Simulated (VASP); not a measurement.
# TeMo5 (P6/mmm) in VASP: a series of runs

TeMo5 is run at these levels: PBE; tasks: single point.

Everything below comes from runs of VASP 6.6.1. Logs are shortened: lines on timing, memory, paths and dates and some standing lists are left out, and cuts for length are marked.

**1. The cell of the first run**

Symmetry: P6/mmm, No. 191, hexagonal system. Conventional cell: a = 5.063 Å, b = 5.063 Å, c = 4.882 Å, α = 90.00°, β = 90.00°, γ = 120.00°. Te (site symmetry 6/mmm) has 18 Mo at 2.92 to 3.52 Å within 3.9 Å. Mo (site symmetry mmm) has 8 Mo at 2.53 to 2.85 Å within 3.3 Å. Mo (site symmetry -6m2) has 9 Mo at 2.85 to 2.92 Å and 3 Te at 2.92 Å within 3.7 Å.

**2. Single point, PBE**

INCAR reads:

```
PREC = Accurate
ENCUT = 520
EDIFF = 1E-6
ISMEAR = 0
SIGMA = 0.1
LREAL = F
LASPH = T
NELM = 60
ALGO = Normal
ISIF = 2
LWAVE = F
LCHARG = F
GGA = PE
NBANDS = 47
```

KPOINTS reads:

```
Automatic mesh
0
Gamma
  3 3 4
```

POSCAR reads:

```
TeMo5
1.0
    5.0631906707     -0.0000000025      0.0000000000
   -2.5315953332      4.3848517463      0.0000000000
    0.0000000000      0.0000000000      4.8820669931
Te Mo
1 5
Direct
    0.0000000000      0.0000000000      0.0000000000
    0.5000000000      0.0000000000      0.5000000000
    0.5000000000      0.5000000000      0.5000000000
    0.0000000000      0.5000000000      0.5000000000
    0.3333333333      0.6666666667      0.0000000000
    0.6666666667      0.3333333333      0.0000000000
```

Potentials or basis: VASP PAW PBE potentials, release 64 (Te, Mo_sv).

The run is started by

```console
cat potpaw_PBE.64/Te/POTCAR potpaw_PBE.64/Mo_sv/POTCAR > POTCAR
mpirun -np 1 vasp_std > vasp.out
```

OUTCAR:

```text
PREC = Accurate
   ENCUT = 520
   EDIFF = 1E-6
   ISMEAR = 0
   LREAL = F
   LASPH = T
   NELM = 60
   ISIF = 2
   GGA = PE

 ion  position               nearest neighbor table
   1  0.000  0.000  0.000-   5 2.92   6 2.92   6 2.92   5 2.92   6 2.92   5 2.92   2 3.52   2 3.52
                             2 3.52   2 3.52   3 3.52   3 3.52   3 3.52   3 3.52   4 3.52   4 3.52
   2  0.500  0.000  0.500-   4 2.53   4 2.53   3 2.53   3 2.53   5 2.85   6 2.85   5 2.85   6 2.85
                             1 3.52   1 3.52   1 3.52   1 3.52
   3  0.500  0.500  0.500-   4 2.53   4 2.53   2 2.53   2 2.53   5 2.85   6 2.85   5 2.85   6 2.85
                             1 3.52   1 3.52   1 3.52   1 3.52
   4  0.000  0.500  0.500-   3 2.53   3 2.53   2 2.53   2 2.53   5 2.85   6 2.85   5 2.85   6 2.85
                             1 3.52   1 3.52   1 3.52   1 3.52
   5  0.333  0.667  0.000-   4 2.85   4 2.85   2 2.85   2 2.85   3 2.85   3 2.85   6 2.92   1 2.92
                             6 2.92   1 2.92   1 2.92   6 2.92
   6  0.667  0.333  0.000-   4 2.85   4 2.85   2 2.85   2 2.85   3 2.85   3 2.85   5 2.92   1 2.92
                             5 2.92   1 2.92   1 2.92   5 2.92

  LATTYP: Found a hexagonal cell.
 ALAT       =     5.0631906707
 C/A-ratio  =     0.9642273639

  Lattice vectors:

 A1 = (   5.0631906707,  -0.0000000025,   0.0000000000)
 A2 = (  -2.5315953332,   4.3848517463,   0.0000000000)
 A3 = (   0.0000000000,   0.0000000000,   4.8820669931)

Analysis of symmetry for initial positions (statically):
=====================================================================
 Subroutine PRICEL returns:
 Original cell was already a primitive cell.

 Routine SETGRP: Setting up the symmetry group for a
 hexagonal supercell.

 Subroutine GETGRP returns: Found 24 space group operations
 (whereof 24 operations were pure point group operations)
 out of a pool of 24 trial point group operations.

The static configuration has the point symmetry D_6h.

Analysis of symmetry for dynamics (positions and initial velocities):
=====================================================================
 Subroutine PRICEL returns:
 Original cell was already a primitive cell.

 Routine SETGRP: Setting up the symmetry group for a
 hexagonal supercell.

 Subroutine GETGRP returns: Found 24 space group operations
 (whereof 24 operations were pure point group operations)
 out of a pool of 24 trial point group operations.

The dynamic configuration has the point symmetry D_6h.

 Subroutine INISYM returns: Found 24 space group operations
 (whereof 24 operations are pure point group operations),
 and found     1 'primitive' translations

----------------------------------------------------------------------------------------

                                     Primitive cell

  volume of cell :     108.3884

  direct lattice vectors                    reciprocal lattice vectors
     5.063190671 -0.000000003  0.000000000     0.197503919  0.114028941  0.000000000
    -2.531595333  4.384851746  0.000000000     0.000000000  0.228057882  0.000000000
     0.000000000  0.000000000  4.882066993     0.000000000  0.000000000  0.204831274

  length of vectors
     5.063190671  5.063190671  4.882066993     0.228057882  0.228057882  0.204831274

  position of ions in fractional coordinates (direct lattice)
     0.000000000  0.000000000  0.000000000
     0.500000000  0.000000000  0.500000000
     0.500000000  0.500000000  0.500000000
     0.000000000  0.500000000  0.500000000
     0.333333333  0.666666667  0.000000000
     0.666666667  0.333333333  0.000000000

  ion indices of the primitive-cell ions
   primitive index   ion index
                 1           1
                 2           2
                 3           3
                 4           4
                 5           5
                 6           6

----------------------------------------------------------------------------------------

 KPOINTS: Automatic mesh

Automatic generation of k-mesh.
 Grid dimensions read from file:
 generate k-points for:    3    3    4

 Generating k-lattice:

  Cartesian coordinates                     Fractional coordinates (reciprocal lattice)
     0.065834640  0.038009647  0.000000000     0.333333333  0.000000000  0.000000000
     0.000000000  0.076019294  0.000000000     0.000000000  0.333333333  0.000000000
     0.000000000  0.000000000  0.051207818     0.000000000  0.000000000  0.250000000

  Length of vectors
     0.076019294  0.076019294  0.051207818

  Shift w.r.t. Gamma in fractional coordinates (k-lattice)
     0.000000000  0.000000000  0.000000000

 Subroutine IBZKPT returns following result:
 ===========================================

 Found      9 irreducible k-points:

 Following reciprocal coordinates:
            Coordinates               Weight
  0.000000  0.000000  0.000000      1.000000
  0.333333  0.000000  0.000000      6.000000
  0.333333  0.333333  0.000000      2.000000
  0.000000  0.000000  0.250000      2.000000
  0.333333  0.000000  0.250000     12.000000
  0.333333  0.333333  0.250000      4.000000
  0.000000  0.000000  0.500000      1.000000
  0.333333  0.000000  0.500000      6.000000
  0.333333  0.333333  0.500000      2.000000
   k-points           NKPTS =      9   k-points in BZ     NKDIM =      9   number of bands    NBANDS=     47
   number of dos      NEDOS =    301   number of ions     NIONS =      6
   total plane-waves  NPLWV =  57600
   dimension x,y,z NGX =    40 NGY =   40 NGZ =   36
   dimension x,y,z NGXF=    80 NGYF=   80 NGZF=   72
   ions per type =               1   5
   NGX,Y,Z   is equivalent  to a cutoff of  13.13, 13.13, 12.26 a.u.
   NGXF,Y,Z  is equivalent  to a cutoff of  26.27, 26.27, 24.52 a.u.
 SYSTEM =  unknown system
   PREC   = accura    normal or accurate (medium, high low for compatibility)
   ISTART =      0    job   : 0-new  1-cont  2-samecut
   ICHARG =      2    charge: 1-file 2-atom 10-const
   ISPIN  =      1    spin polarized calculation?
   LNONCOLLINEAR =      F non collinear calculations
   LSORBIT =      F    spin-orbit coupling
   LASPH  =      T    aspherical Exc in radial PAW
   ENCUT  =  520.0 eV  38.22 Ry    6.18 a.u.   9.41  9.41  9.08*2*pi/ulx,y,z
   NELM   =     60;   NELMIN=  2; NELMDL= -5     # of ELM steps
   EDIFF  = 0.1E-05   stopping-criterion for ELM
   LREAL  =      F    real-space projection
   EDIFFG = 0.1E-04   stopping-criterion for IOM
   NSW    =      0    number of steps for IOM
   IBRION =     -1    ionic relax: 0-MD 1-quasi-New 2-CG
   NFREE  =      0    steps in history (QN), initial steepest desc. (CG)
   ISIF   =      2    stress and relaxation
   ISYM   =      2    0-nonsym 1-usesym 2-fastsym
   POTIM  = 0.5000    time-step for ionic-motion
   TEBEG  =    0.0;   TEEND  =   0.0 temperature during run
   PSTRESS=    0.0 pullay stress
   NELECT =      76.0000    total number of electrons
   NUPDOWN=      -1.0000    fix difference up-down
   EMIN   =  10.00;   EMAX   =-10.00  energy-range for DOS
   EFERMI =   0.00;   METHOD = LEGACY
   ISMEAR =     0;   SIGMA  =   0.10  broadening in eV -4-tet -1-fermi 0-gaus
   EFERMI_NEDOS =   21; number of points for ismear=-14 and -15
   IALGO  =     38    algorithm
   IMIX   =      4    mixing-type and parameters
     AMIX     =   0.40;   BMIX     =  1.00
     AMIX_MAG =   1.60;   BMIX_MAG =  1.00
  volume/ion in A,a.u.               =      18.06       121.91
  Fermi-wavevector in a.u.,A,eV,Ry     =   1.454404  2.748425 28.780280  2.115291
  Thomas-Fermi vector in A             =   2.571559
   LORBIT       =      0    0 simple, 1 ext, 2 COOP (PROOUT), +10 PAW based schemes
   GGA     = PE    functional components
   LHFCALC =     F    Hartree Fock is set to
   AEXX    =    0.0000 exact exchange contribution
   IVDW    =     0    specifies the selected vdW correction
   LEPSILON=     F    determine dielectric tensor
   LRPA    =     F    only Hartree local field effects (RPA)
 non-spin polarized calculation
 Gauss-broadening in eV      SIGMA  =   0.10
  energy-cutoff  :      520.00
  volume of cell :      108.39
 maximum number of plane-waves:      2958
 NGX is ok and might be reduce to    40
   NGX = 19   NGY = 19   NGZ = 19

 number of electron      75.9999995 magnetization

 Free energy of the ion-electron system (eV)
  ---------------------------------------------------
  ext. energy  EPLUGINS =         0.00000000
  ---------------------------------------------------
  free energy    TOTEN  =       -54.23560604 eV

  energy without entropy =      -54.22688403  energy(sigma->0) =      -54.23124503

 E-fermi :  11.3376     XC(G=0): -12.3858

 val. band max:       11.1666705203   @ k =   0.3333   0.3333   0.2500
 cond. band min:      11.4395459161   @ k =   0.3333   0.0000   0.2500
 fundamental gap:      0.2728753958
 Fermi energy:        11.3375586846

 k-point     1 :       0.0000    0.0000    0.0000
  band No.  band energies     occupation
      1     -49.8114      2.00000
      2     -49.6291      2.00000
      3     -49.6124      2.00000
      4     -49.3640      2.00000
      5     -49.3640      2.00000
      6     -25.0793      2.00000
[... 39 lines left out ...]
     46      14.5946      0.00000
     47      14.6659      0.00000

 k-point     2 :       0.3333    0.0000    0.0000
  band No.  band energies     occupation
      1     -49.7491      2.00000
      2     -49.6373      2.00000
      3     -49.5958      2.00000
      4     -49.4400      2.00000
      5     -49.3645      2.00000
      6     -24.7246      2.00000
[... 39 lines left out ...]
     46      13.0607      0.00000
     47      13.0798      0.00000

 k-point     3 :       0.3333    0.3333    0.0000
  band No.  band energies     occupation
      1     -49.6823      2.00000
      2     -49.6823      2.00000
      3     -49.5300      2.00000
      4     -49.5300      2.00000
      5     -49.3650      2.00000
      6     -24.2322      2.00000
[... 289 lines left out ...]
     46      13.7197      0.00000
     47      13.9821      0.00000

 k-point     9 :       0.3333    0.3333    0.5000
  band No.  band energies     occupation
      1     -49.6512      2.00000
      2     -49.6512      2.00000
      3     -49.5617      2.00000
      4     -49.5617      2.00000
      5     -49.3649      2.00000
      6     -24.3085      2.00000
[... 39 lines left out ...]
     46      13.6712      0.00000
     47      13.9626      0.00000

------------------------ aborting loop because EDIFF is reached ----------------------------------------

  FORCE on cell =-STRESS in cart. coord.  units (eV):
  Direction    XX          YY          ZZ          XY          YZ          ZX
  --------------------------------------------------------------------------------------
  -------------------------------------------------------------------------------------
  Total        0.0383883      0.0383883      0.1582080     -0.0000000      0.0000000      0.0000000
  in kB        0.5674483      0.5674483      2.3386010     -0.0000000      0.0000000      0.0000000
  external PRESSURE =       1.1578325 kB  Pullay stress =       0.0000000 kB

 VOLUME and BASIS-vectors are now :
 -----------------------------------------------------------------------------
  energy-cutoff  :      520.00
  volume of cell :      108.39
      direct lattice vectors                 reciprocal lattice vectors
     5.063190671 -0.000000003  0.000000000     0.197503919  0.114028941  0.000000000
    -2.531595333  4.384851746  0.000000000     0.000000000  0.228057882  0.000000000
     0.000000000  0.000000000  4.882066993     0.000000000  0.000000000  0.204831274

 POSITION                                       TOTAL-FORCE (eV/Angst)
 -----------------------------------------------------------------------------------
      0.00000      0.00000      0.00000         0.000000      0.000000      0.000000
      2.53160     -0.00000      2.44103         0.000000      0.000000      0.000000
      1.26580      2.19243      2.44103         0.000000      0.000000      0.000000
     -1.26580      2.19243      2.44103         0.000000      0.000000      0.000000
      0.00000      2.92323      0.00000         0.000000     -0.000000      0.000000
      2.53160      1.46162      0.00000        -0.000000      0.000000      0.000000
 -----------------------------------------------------------------------------------
    total drift:                               -0.000000     -0.000000     -0.000000

  FREE ENERGIE OF THE ION-ELECTRON SYSTEM (eV)
  ---------------------------------------------------
  free  energy   TOTEN  =       -54.2356060374 eV

  energy  without entropy=      -54.2268840254  energy(sigma->0) =      -54.23124503
```

Run time: 27 s. Hardware: 1 thread of Intel Xeon 6975P-C (Granite Rapids), shared host; peak memory 0.23 GiB.

Results:

| Property | Result |
| --- | --- |
| Free energy | -54.2356 eV |
| Pressure | 0.1 GPa |
| Band gap on the k mesh | zero (band 38 reaches 12.21 eV, above the bottom of band 39 at 10.79 eV) |

Levels at points of the mesh, in eV from the Fermi level:
| k point | band 34 | band 35 | band 36 | band 37 | band 38 | band 39 | band 40 | band 41 | band 42 | band 43 |
| --- | --- | --- | --- | --- | --- | --- | --- | --- | --- | --- |
| (0.00, 0.00, 0.00) | -2.32 | -1.68 | -1.68 | -0.82 | -0.60 | 1.32 | 1.32 | 1.33 | 1.33 | 2.03 |
| (0.00, 0.00, 0.50) | -1.26 | -1.02 | -0.81 | -0.81 | -0.55 | -0.55 | 1.94 | 1.95 | 2.25 | 2.25 |

Caveat: the k points lie up to 0.48 Å⁻¹ apart; spin-orbit coupling is left out, which moves the levels of the heavy elements.

**3. Single point, PBE**

This run uses another cell than the first one, of 23.02 Å³/atom, 1.274 times its volume.

INCAR reads:

```
SYSTEM = TeMo5
ALGO     = Normal         ! electronic algorithm
EDIFF    = 1E-7           ! SCF threshold, eV
ENCUT    = 520            ! plane-wave cutoff, eV
GGA      = PE             ! functional
ISIF     = 2              ! what is computed and relaxed
ISMEAR   = 0              ! smearing method
LASPH    = .TRUE.         ! aspherical terms in the spheres
LCHARG   = .FALSE.        ! write CHGCAR
LREAL    = .FALSE.        ! projectors in reciprocal space
LWAVE    = .FALSE.        ! write WAVECAR
NBANDS   = 47             ! bands
NELM     = 80             ! most SCF steps
PREC     = Accurate       ! precision mode
SIGMA    = 0.1            ! smearing width, eV
```

KPOINTS reads:

```
k-points
0
G
  3 3 4
  0 0 0
```

POSCAR reads:

```
TeMo5
1.0
    5.8045921500      0.0000000000      0.0000000000
   -2.9022960700      5.0269242600      0.0000000000
    0.0000000000      0.0000000000      4.7340730800
Te Mo
1 5
Direct
    0.0000000000      0.0000000000      0.0000000000
    0.5000000000      0.0000000000      0.5000000000
    0.5000000000      0.5000000000      0.5000000000
    0.0000000000      0.5000000000      0.5000000000
    0.3333333300      0.6666666700      0.0000000000
    0.6666666700      0.3333333300      0.0000000000
```

Potentials or basis: VASP PAW PBE potentials, release 64 (Te, Mo_sv).

The run is started by

```console
cat potpaw_PBE.64/Te/POTCAR potpaw_PBE.64/Mo_sv/POTCAR > POTCAR
mpirun -np 1 vasp_std > vasp.out
```

OUTCAR:

```text
SYSTEM = TeMo5
   EDIFF = 1E-7
   ENCUT = 520
   GGA = PE
   ISIF = 2
   ISMEAR = 0
   LASPH = .TRUE.
   LREAL = .FALSE.
   NELM = 80
   PREC = Accurate

 ion  position               nearest neighbor table
   1  0.000  0.000  0.000-   5 3.35   6 3.35   5 3.35   6 3.35   6 3.35   5 3.35
   2  0.500  0.000  0.500-   5 2.90   6 2.90   5 2.90   6 2.90   3 2.90   3 2.90   4 2.90   4 2.90

   3  0.500  0.500  0.500-   5 2.90   6 2.90   5 2.90   6 2.90   2 2.90   2 2.90   4 2.90   4 2.90
[... 647 lines left out ...]
  -------------------------------------------------------------------------------------
  Total      -21.0683565    -21.0683565    -18.8597917     -0.0000000     -0.0000000      0.0000000
  in kB     -244.3611899   -244.3611899   -218.7451662     -0.0000002     -0.0000000      0.0000000
  external PRESSURE =    -235.8225153 kB  Pullay stress =       0.0000000 kB

 VOLUME and BASIS-vectors are now :
 -----------------------------------------------------------------------------
  energy-cutoff  :      520.00
  volume of cell :      138.14
      direct lattice vectors                 reciprocal lattice vectors
     5.804592150  0.000000000  0.000000000     0.172277392  0.099464399  0.000000000
    -2.902296070  5.026924260  0.000000000     0.000000000  0.198928798  0.000000000
     0.000000000  0.000000000  4.734073080     0.000000000  0.000000000  0.211234593

 POSITION                                       TOTAL-FORCE (eV/Angst)
 -----------------------------------------------------------------------------------
      0.00000      0.00000      0.00000        -0.000000      0.000000      0.000000
      2.90230      0.00000      2.36704        -0.000000      0.000000      0.000000
      1.45115      2.51346      2.36704        -0.000000      0.000000      0.000000
     -1.45115      2.51346      2.36704        -0.000000      0.000000      0.000000
     -0.00000      3.35128      0.00000         0.000000      0.000000     -0.000000
      2.90230      1.67564      0.00000        -0.000000      0.000000      0.000000
 -----------------------------------------------------------------------------------
    total drift:                               -0.000000      0.000000     -0.000000

  FREE ENERGIE OF THE ION-ELECTRON SYSTEM (eV)
  ---------------------------------------------------
  free  energy   TOTEN  =       -51.2236763625 eV

  energy  without entropy=      -51.2017936112  energy(sigma->0) =      -51.21273499
```

It took 41 s on 1 thread of Intel Xeon 6975P-C (Granite Rapids), shared host; peak memory 0.28 GiB.

Results:

```
Free energy            : -51.2237 eV
Pressure               : -23.6 GPa
Band gap on the k mesh : zero (band 38 reaches 8.42 eV, above the bottom of band 39 at 7.41 eV)
```

Stress tensor (GPa, compression positive):
```
-24.44   0.00   0.00
  0.00 -24.44   0.00
  0.00   0.00 -21.87
```

Caveat: the k points lie up to 0.42 Å⁻¹ apart; spin-orbit coupling is left out, which moves the levels of the heavy elements.
